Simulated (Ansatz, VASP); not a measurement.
## CuI: VASP beside Ansatz

```
Cu I
1.0
     0.00000    2.86209    2.86209
     2.86209    0.00000    2.86209
     2.86209    2.86209    0.00000
Cu I
1 1
Direct
  0.96069 0.96069 0.03931
  0.50000 0.50000 0.50000
```

Change from the starting cell: all Cu atoms moved +0.225 Å, as atom 1 towards its neighbour atom 2 (I) at 2.862 Å.

Alike in both runs: task single point; functional PBEsol; k mesh 14 × 14 × 14; occupations gaussian, width 0.15 eV; no spin polarisation.

|  | VASP | Ansatz |
| --- | --- | --- |
| version | VASP 6.6.1 | Ansatz 0.2.0 |
| potentials or method | VASP PAW PBE potentials, release 64 (Cu, I), cutoff 520 eV | scalar-relativistic, plane waves, PAW |
| valence electrons in the cell | 18 | 36 |

|  | VASP | Ansatz | Ansatz less VASP |
| --- | --- | --- | --- |
| gap on the k mesh at the Fermi level (eV) | none | none | - |
| pressure (GPa) | -2.5 | -2.7 | -0.19 |
| traceless stress, the component that is largest in VASP (GPa) | 1.51 | 1.51 | -0.001 |
| rms of the force components (eV/Å) | 0.040 | 0.038 | -0.0020 |

VASP's potentials were made for PBE, not for PBEsol. Atom by atom the forces differ by 0.002 eV/Å (rms over components). A gap of «none» marks a metal or a gap that the smearing closes. VASP's potentials hold 18 valence electrons a cell and Ansatz's 36, so a difference there can come from the potentials and not from the codes.

Neither program's run includes spin-orbit coupling.
